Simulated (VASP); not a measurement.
# Mg7Te (C2) in VASP: relaxation of cell and atoms with PBE

Aim: the relaxation of cell and atoms of Mg7Te with PBE.

All numbers are computed with VASP 6.6.1; they aren't measurements. Logs are shortened: lines on timing, memory, paths and dates and some standing lists are left out, and cuts for length are marked.

### 1 The cell of the first run

Symmetry: C2, No. 5, monoclinic system. Conventional cell: a = 6.277 Å, b = 10.889 Å, c = 5.559 Å, α = 90.00°, β = 90.69°, γ = 90.00°. Mg (site symmetry 1) has 10 Mg at 3.11 to 3.33 Å and 2 Te at 3.14 Å within 4.1 Å. Within 4.1 Å of Mg (site symmetry 2) lie 10 Mg at 3.12 to 3.33 Å and 2 Te at 3.33 Å. Mg (site symmetry 2) has 12 Mg at 3.14 to 3.33 Å within 4.1 Å. Mg (site symmetry 2) has 10 Mg at 3.12 to 3.33 Å and 2 Te at 3.14 Å within 4.1 Å. Mg (site symmetry 1) has 10 Mg at 3.12 to 3.33 Å and 2 Te at 3.31 to 3.34 Å within 4.1 Å. Te (site symmetry 2) has 12 Mg at 3.14 to 3.34 Å within 4.1 Å.

### 2 Relaxation of cell and atoms, PBE

Contents of INCAR:

```
PREC     = Accurate       # precision mode
ENCUT    = 600            # plane-wave cutoff, eV
EDIFF    = 1E-7           # SCF threshold, eV
ISMEAR   = 0              # smearing method
SIGMA    = 0.1            # smearing width, eV
LREAL    = False          # projectors in reciprocal space
LASPH    = True           # aspherical terms in the spheres
NELM     = 100            # most SCF steps
ALGO     = Fast           # electronic algorithm
ISIF     = 3              # what is computed and relaxed
LWAVE    = False          # write WAVECAR
LCHARG   = False          # write CHGCAR
GGA      = PE             # functional
IBRION   = 2              # ionic algorithm
NSW      = 100            # ionic steps
EDIFFG   = -0.01          # ionic threshold
```

Contents of KPOINTS:

```
regular mesh
0
Gamma
  6 6 6
```

Contents of POSCAR:

```
Mg7Te
1.0
    3.1384965087     -5.4443710859      0.0000000000
    3.1384965087      5.4443710859      0.0000000000
   -0.0664703549      0.0000000000      5.5587778768
Mg Te
7 1
Direct
    0.0025665696      0.5012930927      0.0005670594
    0.8324153352      0.1675846648      0.5000000000
    0.3334565819      0.6665434181      0.5000000000
    0.4985287189      0.5014712811      0.0000000000
    0.8325069155      0.6643434094      0.5007935844
    0.3356565906      0.1674930845      0.4992064156
    0.4987069073      0.9974334304      0.9994329406
    0.0001443252      0.9998556748      0.0000000000
```

Potentials or basis: VASP PAW PBE potentials, release 64 (Mg, Te).

Started as:

```
cat potpaw_PBE.64/Mg/POTCAR potpaw_PBE.64/Te/POTCAR > POTCAR
mpirun -np 1 vasp_std > vasp.out
```

OUTCAR:

```text
PREC = Accurate
   ENCUT = 600
   EDIFF = 1E-7
   ISMEAR = 0
   LREAL = False
   LASPH = True
   NELM = 100
   ISIF = 3
   GGA = PE
   IBRION = 2
   NSW = 100
   EDIFFG = -0.01

 ion  position               nearest neighbor table
   1  0.003  0.501  0.001-   7 3.11   4 3.12   8 3.14   8 3.14   7 3.16   4 3.17   3 3.29   2 3.31
                             5 3.32   5 3.32   3 3.33   2 3.33
   2  0.832  0.168  0.500-   5 3.12   6 3.12   3 3.14   3 3.14   6 3.16   5 3.16   1 3.31   7 3.31
                             8 3.33   8 3.33   7 3.33   1 3.33
   3  0.333  0.667  0.500-   2 3.14   2 3.14   6 3.14   5 3.14   5 3.14   6 3.14   1 3.29   7 3.29
                             4 3.31   4 3.31   1 3.33   7 3.33
   4  0.499  0.501  0.000-   1 3.12   7 3.12   8 3.14   8 3.14   7 3.17   1 3.17   5 3.31   6 3.31
                             3 3.31   3 3.31   6 3.33   5 3.33
   5  0.833  0.664  0.501-   6 3.12   2 3.12   3 3.14   3 3.14   6 3.16   2 3.16   8 3.31   4 3.31
                             1 3.32   1 3.32   4 3.33   8 3.34
   6  0.336  0.167  0.499-   5 3.12   2 3.12   3 3.14   3 3.14   5 3.16   2 3.16   8 3.31   4 3.31
                             7 3.32   7 3.32   4 3.33   8 3.34
   7  0.499  0.997  0.999-   1 3.11   4 3.12   8 3.14   8 3.14   1 3.16   4 3.17   3 3.29   2 3.31
                             6 3.32   6 3.32   3 3.33   2 3.33
   8  0.000  1.000  0.000-   4 3.14   4 3.14   7 3.14   1 3.14   1 3.14   7 3.14   6 3.31   5 3.31
                             2 3.33   2 3.33   5 3.34   6 3.34

  LATTYP: Found a base centered monoclinic cell.
 ALAT       =     6.2769930174
 B/A-ratio  =     1.7347067524
 C/A-ratio  =     0.8856430562
 COS(beta)  =    -0.0119568734

  Lattice vectors:

 A1 = (   3.1384965087,  -5.4443710859,   0.0000000000)
 A2 = (   3.1384965087,   5.4443710859,   0.0000000000)
 A3 = (  -0.0664703549,   0.0000000000,   5.5587778768)

Analysis of symmetry for initial positions (statically):
=====================================================================
 Subroutine PRICEL returns:
 Original cell was already a primitive cell.

 Routine SETGRP: Setting up the symmetry group for a
 base centered monoclinic supercell.

 Subroutine GETGRP returns: Found  2 space group operations
 (whereof  2 operations were pure point group operations)
 out of a pool of  4 trial point group operations.

The static configuration has the point symmetry C_2 .

Analysis of symmetry for dynamics (positions and initial velocities):
=====================================================================
 Subroutine PRICEL returns:
 Original cell was already a primitive cell.

 Routine SETGRP: Setting up the symmetry group for a
 base centered monoclinic supercell.

 Subroutine GETGRP returns: Found  2 space group operations
 (whereof  2 operations were pure point group operations)
 out of a pool of  4 trial point group operations.

The dynamic configuration has the point symmetry C_2 .

 Subroutine INISYM returns: Found  2 space group operations
 (whereof  2 operations are pure point group operations),
 and found     1 'primitive' translations

----------------------------------------------------------------------------------------

                                     Primitive cell

  volume of cell :     189.9672

  direct lattice vectors                    reciprocal lattice vectors
     3.138496509 -5.444371086  0.000000000     0.159311950 -0.091837972  0.001905009
     3.138496509  5.444371086  0.000000000     0.159311950  0.091837972  0.001905009
    -0.066470355  0.000000000  5.558777877     0.000000000  0.000000000  0.179895657

  length of vectors
     6.284213304  6.284213304  5.559175280     0.183897090  0.183897090  0.179895657

  position of ions in fractional coordinates (direct lattice)
     0.002566570  0.501293093  0.000567059
     0.832415335  0.167584665  0.500000000
     0.333456582  0.666543418  0.500000000
     0.498528719  0.501471281  0.000000000
     0.832506915  0.664343409  0.500793584
     0.335656591  0.167493085  0.499206416
     0.498706907  0.997433430  0.999432941
     0.000144325  0.999855675  0.000000000

  ion indices of the primitive-cell ions
   primitive index   ion index
                 1           1
                 2           2
                 3           3
                 4           4
                 5           5
                 6           6
                 7           7
                 8           8

----------------------------------------------------------------------------------------

 KPOINTS: regular mesh

Automatic generation of k-mesh.
 Grid dimensions read from file:
 generate k-points for:    6    6    6

 Generating k-lattice:

  Cartesian coordinates                     Fractional coordinates (reciprocal lattice)
     0.026551992 -0.015306329  0.000317501     0.166666667 -0.000000000  0.000000000
     0.026551992  0.015306329  0.000317501    -0.000000000  0.166666667  0.000000000
     0.000000000  0.000000000  0.029982610     0.000000000  0.000000000  0.166666667

  Length of vectors
     0.030649515  0.030649515  0.029982610

  Shift w.r.t. Gamma in fractional coordinates (k-lattice)
     0.000000000  0.000000000  0.000000000

 Subroutine IBZKPT returns following result:
 ===========================================

 Found     68 irreducible k-points:

 Following reciprocal coordinates:
            Coordinates               Weight
  0.000000  0.000000  0.000000      1.000000
  0.166667 -0.000000 -0.000000      4.000000
  0.333333 -0.000000  0.000000      4.000000
  0.500000 -0.000000  0.000000      2.000000
  0.166667  0.166667 -0.000000      2.000000
  0.333333  0.166667  0.000000      4.000000
[... 16 lines left out ...]
 -0.333333  0.166667  0.166667      4.000000
 -0.166667  0.166667  0.166667      4.000000
 [... further k-points ...]
   k-points           NKPTS =     68   k-points in BZ     NKDIM =     68   number of bands    NBANDS=     15
   number of dos      NEDOS =    301   number of ions     NIONS =      8
   total plane-waves  NPLWV = 120000
   dimension x,y,z NGX =    50 NGY =   50 NGZ =   48
   dimension x,y,z NGXF=   100 NGYF=  100 NGZF=   96
   ions per type =               7   1
   NGX,Y,Z   is equivalent  to a cutoff of  13.23, 13.23, 14.35 a.u.
   NGXF,Y,Z  is equivalent  to a cutoff of  26.45, 26.45, 28.71 a.u.
 SYSTEM =  unknown system
   PREC   = accura    normal or accurate (medium, high low for compatibility)
   ISTART =      0    job   : 0-new  1-cont  2-samecut
   ICHARG =      2    charge: 1-file 2-atom 10-const
   ISPIN  =      1    spin polarized calculation?
   LNONCOLLINEAR =      F non collinear calculations
   LSORBIT =      F    spin-orbit coupling
   LASPH  =      T    aspherical Exc in radial PAW
   ENCUT  =  600.0 eV  44.10 Ry    6.64 a.u.  12.55 12.55 11.10*2*pi/ulx,y,z
   NELM   =    100;   NELMIN=  2; NELMDL= -5     # of ELM steps
   EDIFF  = 0.1E-06   stopping-criterion for ELM
   LREAL  =      F    real-space projection
   EDIFFG = -.1E-01   stopping-criterion for IOM
   NSW    =    100    number of steps for IOM
   IBRION =      2    ionic relax: 0-MD 1-quasi-New 2-CG
   NFREE  =      1    steps in history (QN), initial steepest desc. (CG)
   ISIF   =      3    stress and relaxation
   ISYM   =      2    0-nonsym 1-usesym 2-fastsym
   POTIM  = 0.5000    time-step for ionic-motion
   TEBEG  =    0.0;   TEEND  =   0.0 temperature during run
   PSTRESS=    0.0 pullay stress
   NELECT =      20.0000    total number of electrons
   NUPDOWN=      -1.0000    fix difference up-down
   EMIN   =  10.00;   EMAX   =-10.00  energy-range for DOS
   EFERMI =   0.00;   METHOD = LEGACY
   ISMEAR =     0;   SIGMA  =   0.10  broadening in eV -4-tet -1-fermi 0-gaus
   EFERMI_NEDOS =   21; number of points for ismear=-14 and -15
   IALGO  =     68    algorithm
   IMIX   =      4    mixing-type and parameters
     AMIX     =   0.40;   BMIX     =  1.00
     AMIX_MAG =   1.60;   BMIX_MAG =  1.00
  volume/ion in A,a.u.               =      23.75       160.25
  Fermi-wavevector in a.u.,A,eV,Ry     =   0.773022  1.460800  8.130341  0.597563
  Thomas-Fermi vector in A             =   1.874778
   LORBIT       =      0    0 simple, 1 ext, 2 COOP (PROOUT), +10 PAW based schemes
   GGA     = PE    functional components
   LHFCALC =     F    Hartree Fock is set to
   AEXX    =    0.0000 exact exchange contribution
   IVDW    =     0    specifies the selected vdW correction
   LEPSILON=     F    determine dielectric tensor
   LRPA    =     F    only Hartree local field effects (RPA)
 conjugate gradient relaxation of ions
 non-spin polarized calculation
 RMM-DIIS sequential band-by-band and
 Gauss-broadening in eV      SIGMA  =   0.10
  energy-cutoff  :      600.00
  volume of cell :      189.97
 maximum number of plane-waves:      6375
   NGX = 25   NGY = 25   NGZ = 23

--------------------------------------- Ionic step        1  -------------------------------------------

 number of electron      20.0000000 magnetization

 Free energy of the ion-electron system (eV)
  ---------------------------------------------------
  ext. energy  EPLUGINS =         0.00000000
  ---------------------------------------------------
  free energy    TOTEN  =       -14.29335064 eV

  energy without entropy =      -14.27222698  energy(sigma->0) =      -14.28278881

------------------------ aborting loop because EDIFF is reached ----------------------------------------

  FORCE on cell =-STRESS in cart. coord.  units (eV):
  Direction    XX          YY          ZZ          XY          YZ          ZX
  --------------------------------------------------------------------------------------
  -------------------------------------------------------------------------------------
  Total        0.5586547      0.4886825     -1.6615341      0.0000000      0.0000000      0.0620329
  in kB        4.7116753      4.1215321    -14.0133241      0.0000000      0.0000000      0.5231832
  external PRESSURE =      -1.7267056 kB  Pullay stress =       0.0000000 kB
[... 281 lines left out ...]
--------------------------------------- Ionic step        8  -------------------------------------------

 number of electron      20.0000000 magnetization

 Free energy of the ion-electron system (eV)
  ---------------------------------------------------
  ext. energy  EPLUGINS =         0.00000000
  ---------------------------------------------------
  free energy    TOTEN  =       -14.33552811 eV

  energy without entropy =      -14.31160226  energy(sigma->0) =      -14.32356518

 E-fermi :   3.7496     XC(G=0):  -8.7270

 val. band max:        3.7466825558   @ k =   0.5000   0.3333   0.3333
 cond. band min:       3.7500111672   @ k =   0.5000   0.5000   0.0000
 fundamental gap:      0.0033286114
 Fermi energy:         3.7495864126

 k-point     1 :       0.0000    0.0000    0.0000
  band No.  band energies     occupation
      1      -8.2954      2.00000
      2      -2.0784      2.00000
      3      -0.7414      2.00000
      4      -0.7413      2.00000
      5      -0.2153      2.00000
      6       1.4794      2.00000
      7       1.4802      2.00000
      8       1.5237      2.00000
      9       1.7059      2.00000
     10       3.5635      1.99150
     11       4.6705      0.00000
     12       4.9703      0.00000
     13       4.9725      0.00000
     14       5.8940      0.00000
[... 401 lines left out ...]
      2      -2.2339      2.00000
      3      -0.9685      2.00000
      4      -0.7913      2.00000
      5      -0.0983      2.00000
      6       0.8332      2.00000
      7       1.8811      2.00000
      8       2.0022      2.00000
      9       2.7294      2.00000
     10       2.9978      2.00000
     11       3.8836      0.05815
     12       3.9607      0.00283
     13       4.7294      0.00000
     14       5.4028      0.00000
     15       5.5333      0.00000

 [... further k-points ...]
[... 5 lines left out ...]
  --------------------------------------------------------------------------------------
  -------------------------------------------------------------------------------------
  Total       -0.0449880     -0.0449881     -0.0144600      0.0000000      0.0000000      0.0041235
  in kB       -0.3829068     -0.3829078     -0.1230738      0.0000000      0.0000000      0.0350964
  external PRESSURE =      -0.2962961 kB  Pullay stress =       0.0000000 kB
[... 23 lines left out ...]
  FREE ENERGIE OF THE ION-ELECTRON SYSTEM (eV)
  ---------------------------------------------------
  free  energy   TOTEN  =       -14.3355281054 eV

  energy  without entropy=      -14.3116022643  energy(sigma->0) =      -14.32356518

 reached required accuracy - stopping structural energy minimisation
```

It took 36 min on 1 thread of Oxide Virtual Turin-like, shared host; peak memory 0.51 GiB.

Results:

```
Free energy                            : -14.3355 eV
Relaxed volume                         : 23.53 Å³/atom
Relaxed cell                           : a = 6.360 Å, b = 6.360 Å, c = 5.373 Å, α = 90.27°, β = 90.27°, γ = 120.01°
Space group after relaxing (to 0.05 Å) : C2 (No. 5)
Energy gained by relaxing              : 5.3 meV/atom
Ionic steps                            : 8
Pressure after relaxing                : 0.0 GPa
Largest force after relaxing           : 0.008 eV/Å
Band gap on the k mesh                 : zero (band 10 reaches 4.42 eV, above the bottom of band 11 at 2.92 eV)
```

Forces on the atoms (eV/Å):
```
Mg   0.006 -0.004 -0.001
Mg   0.000  0.008  0.000
Mg   0.000  0.001  0.000
Mg   0.000  0.005  0.000
Mg  -0.007 -0.003 -0.003
Mg   0.007 -0.003  0.003
Mg  -0.006 -0.004  0.001
Te   0.000  0.001  0.000
```

Step by step:
```
step  energy change (eV)  largest force (eV/Å)  pressure (GPa)  volume (Å³)
   1              0.0000                0.1054           -0.17       189.97
   2             -0.0194                0.0972           -0.12       189.25
   3             -0.0405                0.0588            0.08       187.74
   4             -0.0410                0.0478            0.14       187.38
   5             -0.0411                0.0496            0.13       187.44
   6             -0.0419                0.0303           -0.01       188.17
   7             -0.0419                0.0229           -0.07       188.46
   8             -0.0422                0.0085           -0.03       188.24
```

Final structure:
```xyz
8
Lattice="3.1799 -5.5085 0.0046 3.1799 5.5085 0.0046 -0.0593 0.0000 5.3731" Properties=species:S:1:pos:R:3 pbc="T T T"
Mg    1.6012    2.7476    0.0048
Mg    3.1503   -3.6367    2.6911
Mg    3.1503    1.8348    2.6911
Mg    3.1206    0.0143    5.3777
Mg    4.7075   -0.9387    2.6970
Mg    1.5931   -0.9387    2.6853
Mg    4.6993    2.7476    5.3774
Te    3.1206    5.5074    5.3777
```

Levels at points of the mesh, in eV from the Fermi level:
| k point | band 8 | band 9 | band 10 | band 11 | band 12 | band 13 |
| --- | --- | --- | --- | --- | --- | --- |
| (0.00, 0.00, 0.00) | -2.23 | -2.04 | -0.19 | 0.92 | 1.22 | 1.22 |
| (0.50, 0.00, 0.00) | -1.00 | -0.95 | 0.00 | 0.48 | 0.52 | 0.98 |
| (0.50, 0.50, 0.00) | -1.00 | -0.95 | 0.00 | 0.48 | 0.52 | 0.96 |
| (0.00, 0.00, 0.50) | -1.24 | -1.22 | -0.84 | -0.83 | -0.74 | -0.73 |
| (0.50, 0.00, 0.50) | -2.19 | -0.96 | 0.67 | 1.04 | 1.27 | 1.81 |
| (0.50, 0.50, 0.50) | -2.18 | -0.96 | 0.67 | 1.04 | 1.28 | 1.82 |

Caveat: spin-orbit coupling is left out, which moves the levels of the heavy elements.
